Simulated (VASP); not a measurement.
# Ga3As3CO in VASP: a series of runs

Runs on Ga3As3CO. Level: PBE+D3(BJ). Tasks: single point.

Program: VASP 6.6.1. These are calculated values, not measurements. Logs are shortened: lines on timing, memory, paths and dates and some standing lists are left out, and cuts for length are marked.

## Step 1: The cell of the first run

The cell holds a slab with vacuum, 8 atoms: a = 4.014 Å, b = 5.676 Å, c = 23.335 Å, α = 90.00°, β = 90.00°, γ = 90.00°.

## Step 2: Single point, PBE+D3(BJ)

INCAR reads:

```
SYSTEM = Ga3As3CO
  ALGO = Normal
  DIPOL = 0.5 0.5 0.323
  EDIFF = 1E-7
  ENCUT = 520
  GGA = PE
  IDIPOL = 3
  ISIF = 2
  ISMEAR = 0
  IVDW = 12
  LASPH = .TRUE.
  LCHARG = .FALSE.
  LDIPOL = .TRUE.
  LREAL = .FALSE.
  LWAVE = .FALSE.
  NBANDS = 42
  NELM = 60
  PREC = Accurate
  SIGMA = 0.05
```

KPOINTS reads:

```
k-points
0
G
  7 5 1
  0 0 0
```

POSCAR reads:

```
Ga3As3CO
1.0
    4.0137031111      0.0000000000      0.0000000000
    0.0000000000      5.6762333751      0.0000000000
    0.0000000000      0.0000000000     23.3352699083
Ga As O C
3 3 1 1
Direct
    0.5000000000      0.5000000000      0.1714143447
    0.0000000000      0.0653835255      0.2680035048
    0.5000000000      0.4894639609      0.3228546357
    0.0000000000      0.2500000000      0.1714143447
    0.5000000000      0.8102208698      0.2504948966
    0.0000000000      0.2887573198      0.3593388866
    0.1666666667      0.4554239865      0.4964703624
    0.1666666667      0.4554239865      0.5457519865
```

Potentials or basis: VASP PAW PBE potentials, release 64 (Ga_d, As, O, C).

Run with:

```
$ cat potpaw_PBE.64/Ga_d/POTCAR potpaw_PBE.64/As/POTCAR potpaw_PBE.64/O/POTCAR potpaw_PBE.64/C/POTCAR > POTCAR
$ mpirun -np 1 vasp_std > vasp.out
```

OUTCAR:

```text
SYSTEM = Ga3As3CO
   EDIFF = 1E-7
   ENCUT = 520
   GGA = PE
   ISIF = 2
   ISMEAR = 0
   IVDW = 12
   LASPH = .TRUE.
   LREAL = .FALSE.
   NELM = 60
   PREC = Accurate
 IVDW          = 12

 ion  position               nearest neighbor table
   1  0.500  0.500  0.171-   4 2.46   4 2.46   5 2.55
   2  0.000  0.065  0.268-   6 2.48   4 2.49   5 2.51   5 2.51
   3  0.500  0.489  0.323-   6 2.46   6 2.46   5 2.48
   4  0.000  0.250  0.171-   1 2.46   1 2.46   2 2.49
   5  0.500  0.810  0.250-   3 2.48   2 2.51   2 2.51   1 2.55
   6  0.000  0.289  0.359-   3 2.46   3 2.46   2 2.48
   7  0.167  0.455  0.496-   8 1.15
   8  0.167  0.455  0.546-   7 1.15

  LATTYP: Found a simple orthorhombic cell.
 ALAT       =     4.0137031111
 B/A-ratio  =     1.4142135624
 C/A-ratio  =     5.8139003465

  Lattice vectors:

 A1 = (   4.0137031111,   0.0000000000,   0.0000000000)
 A2 = (   0.0000000000,   5.6762333751,   0.0000000000)
 A3 = (   0.0000000000,   0.0000000000,  23.3352699083)

Analysis of symmetry for initial positions (statically):
=====================================================================
 Subroutine PRICEL returns:
 Original cell was already a primitive cell.

 Routine SETGRP: Setting up the symmetry group for a
 simple orthorhombic supercell.

 Subroutine GETGRP returns: Found  1 space group operations
 (whereof  1 operations were pure point group operations)
 out of a pool of  8 trial point group operations.

The static configuration has the point symmetry C_1 .

Analysis of symmetry for dynamics (positions and initial velocities):
=====================================================================
 Subroutine PRICEL returns:
 Original cell was already a primitive cell.

 Routine SETGRP: Setting up the symmetry group for a
 simple orthorhombic supercell.

 Subroutine GETGRP returns: Found  1 space group operations
 (whereof  1 operations were pure point group operations)
 out of a pool of  8 trial point group operations.

The dynamic configuration has the point symmetry C_1 .

 Subroutine INISYM returns: Found  1 space group operations
 (whereof  1 operations are pure point group operations),
 and found     1 'primitive' translations

----------------------------------------------------------------------------------------

                                     Primitive cell

  volume of cell :     531.6408

  direct lattice vectors                    reciprocal lattice vectors
     4.013703111  0.000000000  0.000000000     0.249146480  0.000000000  0.000000000
     0.000000000  5.676233375  0.000000000     0.000000000  0.176173165  0.000000000
     0.000000000  0.000000000 23.335269908     0.000000000  0.000000000  0.042853586

  length of vectors
     4.013703111  5.676233375 23.335269908     0.249146480  0.176173165  0.042853586

  position of ions in fractional coordinates (direct lattice)
     0.500000000  0.500000000  0.171414345
     0.000000000  0.065383526  0.268003505
     0.500000000  0.489463961  0.322854636
     0.000000000  0.250000000  0.171414345
     0.500000000  0.810220870  0.250494897
     0.000000000  0.288757320  0.359338887
     0.166666667  0.455423987  0.496470362
     0.166666667  0.455423987  0.545751987

  ion indices of the primitive-cell ions
   primitive index   ion index
                 1           1
                 2           2
                 3           3
                 4           4
                 5           5
                 6           6
                 7           7
                 8           8

----------------------------------------------------------------------------------------

 KPOINTS: k-points

Automatic generation of k-mesh.
 Grid dimensions read from file:
 generate k-points for:    7    5    1

 Generating k-lattice:

  Cartesian coordinates                     Fractional coordinates (reciprocal lattice)
     0.035592354  0.000000000  0.000000000     0.142857143  0.000000000  0.000000000
     0.000000000  0.035234633  0.000000000     0.000000000  0.200000000  0.000000000
[... 55 lines left out ...]
      1     -26.7703      2.00000
      2     -17.2371      2.00000
      3     -17.1721      2.00000
      4     -17.1580      2.00000
      5     -17.1358      2.00000
      6     -17.1157      2.00000
[... 34 lines left out ...]
     41       2.1656      0.00000
     42       2.2031      0.00000

 k-point     2 :       0.1429    0.0000    0.0000
  band No.  band energies     occupation
      1     -26.7687      2.00000
      2     -17.2340      2.00000
      3     -17.1694      2.00000
      4     -17.1574      2.00000
      5     -17.1350      2.00000
      6     -17.1182      2.00000
[... 34 lines left out ...]
     41       1.9448      0.00000
     42       2.2769      0.00000

 k-point     3 :       0.2857    0.0000    0.0000
  band No.  band energies     occupation
      1     -26.7650      2.00000
      2     -17.2270      2.00000
      3     -17.1633      2.00000
      4     -17.1555      2.00000
      5     -17.1332      2.00000
      6     -17.1252      2.00000
[... 34 lines left out ...]
     41       2.3326      0.00000
     42       2.7574      0.00000

 k-point     4 :       0.4286    0.0000    0.0000
  band No.  band energies     occupation
      1     -26.7620      2.00000
      2     -17.2214      2.00000
      3     -17.1580      2.00000
      4     -17.1526      2.00000
      5     -17.1338      2.00000
      6     -17.1317      2.00000
[... 574 lines left out ...]
     41       2.7331      0.00000
     42       3.1192      0.00000

 k-point    17 :       0.4286    0.4000    0.0000
  band No.  band energies     occupation
      1     -26.7618      2.00000
      2     -17.2182      2.00000
      3     -17.1576      2.00000
      4     -17.1526      2.00000
      5     -17.1339      2.00000
      6     -17.1322      2.00000
[... 34 lines left out ...]
     41       2.7423      0.00000
     42       3.1053      0.00000

 k-point    18 :       0.4286   -0.4000    0.0000
  band No.  band energies     occupation
      1     -26.7618      2.00000
      2     -17.2182      2.00000
      3     -17.1576      2.00000
      4     -17.1526      2.00000
      5     -17.1339      2.00000
      6     -17.1322      2.00000
[... 34 lines left out ...]
     41       2.7499      0.00000
     42       3.0809      0.00000

------------------------ aborting loop because EDIFF is reached ----------------------------------------

 vacuum level on the upper side and lower side of the slab       (xc-potential included)         0.153        -0.196

 Edisp (eV)   -1.26432

 E8    (eV) :    -0.5739

  FORCE on cell =-STRESS in cart. coord.  units (eV):
  Direction    XX          YY          ZZ          XY          YZ          ZX
  --------------------------------------------------------------------------------------
  -------------------------------------------------------------------------------------
  Total      -2.09356    -2.62998    -0.53017     0.03482     0.07607     0.07890
  in kB      -6.30925    -7.92584    -1.59774     0.10493     0.22926     0.23777
  external pressure =       -5.28 kB  Pullay stress =        0.00 kB

 VOLUME and BASIS-vectors are now :
 -----------------------------------------------------------------------------
  energy-cutoff  :      520.00
  volume of cell :      531.64
      direct lattice vectors                 reciprocal lattice vectors
     4.013703111  0.000000000  0.000000000     0.249146480  0.000000000  0.000000000
     0.000000000  5.676233375  0.000000000     0.000000000  0.176173165  0.000000000
     0.000000000  0.000000000 23.335269908     0.000000000  0.000000000  0.042853586

 POSITION                                       TOTAL-FORCE (eV/Angst)
 -----------------------------------------------------------------------------------
      2.00685      2.83812      4.00000        -0.000611     -0.316594      1.031160
      0.00000      0.37113      6.25393        -0.006177      0.006650      0.016523
      2.00685      2.77831      7.53390         0.002755     -0.002493      0.000858
      0.00000      1.41906      4.00000         0.001163      0.315449     -1.072027
      2.00685      4.59900      5.84537        -0.000201      0.006005     -0.012604
      0.00000      1.63905      8.38527        -0.021077     -0.044101     -0.020524
      0.66895      2.58509     11.58527         0.030325      0.047226      0.768800
      0.66895      2.58509     12.73527        -0.006177     -0.012141     -0.712186
 -----------------------------------------------------------------------------------
    total drift:                               -0.000003     -0.001194      0.000468

  FREE ENERGIE OF THE ION-ELECTRON SYSTEM (eV)
  ---------------------------------------------------
  free  energy   TOTEN  =       -38.7863126400 eV

  energy  without entropy=      -38.7863126397  energy(sigma->0) =      -38.78631264

 vacuum level on the upper side and lower side of the slab         2.739         2.375
```

Run time: 12 min. Hardware: 1 thread of Intel Xeon Platinum 8488C (Sapphire Rapids), shared host; peak memory 0.74 GiB.

Results:

```yaml
Free_energy: -38.7863 eV
Largest_force: 1.117 eV/Å
Band_gap_on_the_k_mesh: 0.40 eV (least direct gap 0.75 eV)
Dispersion_energy_per_atom: -0.158 eV
```

Forces in eV/Å, atoms in the order of the input:
```
Ga  -0.001 -0.317  1.031
Ga  -0.006  0.007  0.017
Ga   0.003 -0.002  0.001
As   0.001  0.315 -1.072
As   0.000  0.006 -0.013
As  -0.021 -0.044 -0.021
O    0.030  0.047  0.769
C   -0.006 -0.012 -0.712
```

## Step 3: Single point, PBE+D3(BJ)

INCAR reads:

```
SYSTEM = Ga3As3CO
ALGO = Normal
DIPOL = 0.5 0.5 0.323
EDIFF = 1E-6
ENCUT = 520
GGA = PE
IDIPOL = 3
ISIF = 2
ISMEAR = 0
IVDW = 12
LASPH = .TRUE.
LCHARG = .FALSE.
LDIPOL = .TRUE.
LREAL = .FALSE.
LWAVE = .FALSE.
NBANDS = 42
NELM = 60
PREC = Accurate
SIGMA = 0.05
```

KPOINTS is that of step 2.

Changes to POSCAR since step 2:

```diff
@@ -14,3 +14,3 @@
     0.0000000000      0.2887573198      0.3593388866
-    0.1666666667      0.4554239865      0.4964703624
-    0.1666666667      0.4554239865      0.5457519865
+    0.1666666667      0.7887573198      0.4964703624
+    0.1666666667      0.7887573198      0.5457519865
```

Potentials or basis: VASP PAW PBE potentials, release 64 (Ga_d, As, O, C).

Run with:

```
$ cat potpaw_PBE.64/Ga_d/POTCAR potpaw_PBE.64/As/POTCAR potpaw_PBE.64/O/POTCAR potpaw_PBE.64/C/POTCAR > POTCAR
$ mpirun -np 1 vasp_std > vasp.out
```

Run time: 11 min. Hardware: 1 thread of Intel Xeon Platinum 8488C (Sapphire Rapids), shared host; peak memory 0.73 GiB.

It converged, with:

* Free energy: -38.8104 eV
* Largest force: 1.108 eV/Å
* Band gap on the k mesh: 0.40 eV (least direct gap 0.75 eV)
* Dispersion energy per atom: -0.157 eV

Forces in eV/Å, atoms in the order of the input:
```
Ga   0.000 -0.310  1.031
Ga  -0.001 -0.009  0.020
Ga  -0.001  0.009  0.016
As   0.000  0.316 -1.062
As   0.000  0.009 -0.014
As   0.000 -0.011  0.049
O    0.004 -0.008  0.693
C   -0.002  0.003 -0.733
```

Levels at points of the mesh, in eV from the valence-band top:
```csv
k point,band 30,band 31,band 32,band 33,band 34,band 35
"(0.00, 0.00, 0.00)",-0.89,-0.85,0.00,0.75,1.61,2.31
```

## Step 4: Single point, PBE+D3(BJ)

INCAR reads:

```
ALGO = Normal
DIPOL = 0.5 0.5 0.323
EDIFF = 1E-6
ENCUT = 520
GGA = PE
GGA_COMPAT = F
IDIPOL = 3
ISIF = 2
ISMEAR = 0
IVDW = 12
LASPH = T
LCHARG = F
LDIPOL = T
LREAL = F
LWAVE = F
NBANDS = 57
NELM = 120
NELMDL = -8
PREC = Accurate
SIGMA = 0.05
```

KPOINTS reads:

```
k-points
0
Gamma
  7 5 1
```

Changes to POSCAR since step 3:

```diff
@@ -14,3 +14,3 @@
     0.0000000000      0.2887573198      0.3593388866
-    0.1666666667      0.7887573198      0.4964703624
-    0.1666666667      0.7887573198      0.5457519865
+    0.3333333333      0.4554239865      0.4964703624
+    0.3333333333      0.4554239865      0.5457519865
```

Potentials or basis: VASP PAW PBE potentials, release 64 (Ga_d, As_d, O, C).

Run with:

```
$ cat potpaw_PBE.64/Ga_d/POTCAR potpaw_PBE.64/As_d/POTCAR potpaw_PBE.64/O/POTCAR potpaw_PBE.64/C/POTCAR > POTCAR
$ mpirun -np 1 vasp_std > vasp.out
```

Wall time 22 min (1 thread of Intel Xeon Platinum 8259CL at 2.50GHz (Skylake/Cascade Lake), shared host); peak memory 0.81 GiB.

Results (log left out):

```yaml
Free_energy: -38.8465 eV
Largest_force: 1.106 eV/Å
Band_gap_on_the_k_mesh: 0.41 eV (least direct gap 0.75 eV)
Dispersion_energy_per_atom: -0.158 eV
```

Forces on the atoms (eV/Å):
```
Ga  -0.001 -0.324  1.037
Ga  -0.006  0.003  0.017
Ga   0.002 -0.009  0.012
As   0.001  0.325 -1.057
As   0.000  0.003 -0.011
As  -0.018 -0.014 -0.003
O    0.027  0.024  0.727
C   -0.005 -0.009 -0.722
```

Levels at points of the mesh, in eV from the valence-band top:
```
           k point  band 43  band 44  band 45  band 46  band 47  band 48  band 49  band 50  band 51  band 52
(0.00, 0.00, 0.00)    -1.97    -1.33    -0.88    -0.84     0.00     0.75     1.62     2.29     2.49     2.90
```

## Step 5: Single point, PBE+D3(BJ)

INCAR reads:

```
SYSTEM = Ga3As3CO
  PREC = Accurate
  ENCUT = 520
  EDIFF = 1E-7
  ISMEAR = 0
  SIGMA = 0.05
  LREAL = .False.
  LASPH = .True.
  NELM = 60
  ALGO = Normal
  ISIF = 2
  LWAVE = .False.
  LCHARG = .False.
  LDIPOL = .True.
  IDIPOL = 3
  DIPOL = 0.5 0.5 0.323
  GGA = PE
  IVDW = 12
  NBANDS = 42
```

KPOINTS reads:

```
Automatic mesh
0
Gamma
  7 5 1
  0 0 0
```

Changes to POSCAR since step 4:

```diff
@@ -14,3 +14,3 @@
     0.0000000000      0.2887573198      0.3593388866
-    0.3333333333      0.4554239865      0.4964703624
-    0.3333333333      0.4554239865      0.5457519865
+    0.1666666667      0.2887573198      0.4964703624
+    0.1666666667      0.2887573198      0.5457519865
```

Potentials or basis: VASP PAW PBE potentials, release 64 (Ga_d, As, O, C).

Run with:

```
$ cat potpaw_PBE.64/Ga_d/POTCAR potpaw_PBE.64/As/POTCAR potpaw_PBE.64/O/POTCAR potpaw_PBE.64/C/POTCAR > POTCAR
$ mpirun -np 1 vasp_std > vasp.out
```

It took 6.8 min on 1 thread of Intel Xeon 6975P-C (Granite Rapids), shared host; peak memory 0.73 GiB.

Results (log left out):

```
Free energy                : -38.7595 eV
Largest force              : 1.121 eV/Å
Band gap on the k mesh     : 0.40 eV (least direct gap 0.75 eV)
Dispersion energy per atom : -0.158 eV
```

Forces on the atoms (eV/Å):
```
Ga   0.000 -0.320  1.027
Ga  -0.006  0.012  0.007
Ga   0.008 -0.007 -0.016
As   0.001  0.320 -1.075
As  -0.002  0.012 -0.008
As  -0.046 -0.027 -0.075
O    0.058  0.015  0.844
C   -0.012 -0.005 -0.704
```

Levels at points of the mesh, in eV from the valence-band top:
| k point | band 30 | band 31 | band 32 | band 33 | band 34 | band 35 |
| --- | --- | --- | --- | --- | --- | --- |
| (0.00, 0.00, 0.00) | -0.89 | -0.84 | 0.00 | 0.75 | 1.62 | 2.30 |

## Step 6: Single point, PBE+D3(BJ)

INCAR reads:

```
PREC = Accurate
ENCUT = 520
EDIFF = 1E-7
ISMEAR = 0
SIGMA = 0.05
LREAL = False
LASPH = True
NELM = 60
ALGO = Normal
ISIF = 2
LWAVE = False
LCHARG = True
LDIPOL = True
IDIPOL = 3
DIPOL = 0.5 0.5 0.323
GGA = PE
IVDW = 12
LELF = True
LVHAR = True
LVACPOTAV = True
NBANDS = 42
```

KPOINTS reads:

```
regular mesh
0
Gamma
  7 5 1
```

Changes to POSCAR since step 5:

```diff
@@ -14,3 +14,3 @@
     0.0000000000      0.2887573198      0.3593388866
-    0.1666666667      0.2887573198      0.4964703624
-    0.1666666667      0.2887573198      0.5457519865
+    0.1666666667      0.6220906532      0.4964703624
+    0.1666666667      0.6220906532      0.5457519865
```

Potentials or basis: VASP PAW PBE potentials, release 64 (Ga_d, As, O, C).

Run with:

```
$ cat potpaw_PBE.64/Ga_d/POTCAR potpaw_PBE.64/As/POTCAR potpaw_PBE.64/O/POTCAR potpaw_PBE.64/C/POTCAR > POTCAR
$ mpirun -np 1 vasp_std > vasp.out
```

It took 6.4 min on 1 thread of Intel Xeon 6975P-C (Granite Rapids), shared host; peak memory 0.73 GiB.

Results (log left out):

* Free energy: -38.8087 eV
* Largest force: 1.110 eV/Å
* Band gap on the k mesh: 0.40 eV (least direct gap 0.75 eV)
* Dispersion energy per atom: -0.158 eV

Forces on the atoms (eV/Å):
```
Ga   0.000 -0.311  1.032
Ga  -0.003 -0.005  0.022
Ga  -0.001  0.005  0.016
As   0.000  0.314 -1.065
As   0.000  0.007 -0.015
As  -0.003 -0.021  0.033
O    0.008  0.016  0.704
C   -0.002 -0.005 -0.726
```

Levels at points of the mesh, in eV from the valence-band top:
| k point | band 28 | band 29 | band 30 | band 31 | band 32 | band 33 | band 34 | band 35 | band 36 | band 37 |
| --- | --- | --- | --- | --- | --- | --- | --- | --- | --- | --- |
| (0.00, 0.00, 0.00) | -1.98 | -1.32 | -0.89 | -0.85 | 0.00 | 0.75 | 1.61 | 2.29 | 2.51 | 2.90 |

## Step 7: Single point, PBE+D3(BJ)

INCAR reads:

```
ALGO = Normal
DIPOL = 0.5 0.5 0.323
EDIFF = 1E-6
ENCUT = 520
GGA = PE
GGA_COMPAT = F
IDIPOL = 3
ISIF = 2
ISMEAR = 0
IVDW = 12
LASPH = T
LCHARG = F
LDIPOL = T
LREAL = F
LWAVE = F
NBANDS = 57
NELM = 120
NELMDL = -8
PREC = Accurate
SIGMA = 0.05
```

KPOINTS reads:

```
k-points
0
Gamma
  7 5 1
```

Changes to POSCAR since step 6:

```diff
@@ -14,3 +14,3 @@
     0.0000000000      0.2887573198      0.3593388866
-    0.1666666667      0.6220906532      0.4964703624
-    0.1666666667      0.6220906532      0.5457519865
+    0.1666666667      0.9554239865      0.4964703624
+    0.1666666667      0.9554239865      0.5457519865
```

Potentials or basis: VASP PAW PBE potentials, release 64 (Ga_d, As_d, O, C).

Run with:

```
$ cat potpaw_PBE.64/Ga_d/POTCAR potpaw_PBE.64/As_d/POTCAR potpaw_PBE.64/O/POTCAR potpaw_PBE.64/C/POTCAR > POTCAR
$ mpirun -np 1 vasp_std > vasp.out
```

It took 13 min on 1 thread of Intel Xeon Platinum 8488C (Sapphire Rapids), shared host; peak memory 0.81 GiB.

It converged, with:

```yaml
Free_energy: -38.8435 eV
Largest_force: 1.100 eV/Å
Band_gap_on_the_k_mesh: 0.40 eV (least direct gap 0.75 eV)
Dispersion_energy_per_atom: -0.157 eV
```

Forces on the atoms (eV/Å):
```
Ga   0.000 -0.321  1.034
Ga   0.000 -0.006  0.014
Ga   0.002  0.001  0.008
As   0.000  0.327 -1.051
As  -0.001  0.009 -0.010
As  -0.009  0.009  0.017
O    0.011 -0.028  0.719
C   -0.003  0.009 -0.731
```

Levels at points of the mesh, in eV from the valence-band top:
```tsv
k point	band 45	band 46	band 47	band 48	band 49	band 50
(0.00, 0.00, 0.00)	-0.88	-0.86	0.00	0.75	1.63	2.30
```

## Step 8: Overview

| potentials or basis | cell | gap on the mesh (eV) | largest force (eV/Å) |
| --- | --- | --- | --- |
| VASP PAW PBE potentials, release 64 (Ga_d, As, O, C) | as given, atomic positions A | 0.40 | 1.12 |
| VASP PAW PBE potentials, release 64 (Ga_d, As, O, C) | as given, atomic positions B | 0.40 | 1.11 |
| VASP PAW PBE potentials, release 64 (Ga_d, As_d, O, C) | as given, atomic positions C | 0.41 | 1.11 |
| VASP PAW PBE potentials, release 64 (Ga_d, As, O, C) | as given, atomic positions D | 0.40 | 1.12 |
| VASP PAW PBE potentials, release 64 (Ga_d, As, O, C) | as given, atomic positions E | 0.40 | 1.11 |
| VASP PAW PBE potentials, release 64 (Ga_d, As_d, O, C) | as given, atomic positions F | 0.40 | 1.10 |

Alike in all rows: task single point; level PBE+D3(BJ); no spin polarisation; k mesh 7 × 5 × 1; cutoff (eV) 520; smearing gaussian 0.05 eV.

Absolute energies hang on the potentials; compare differences alone.
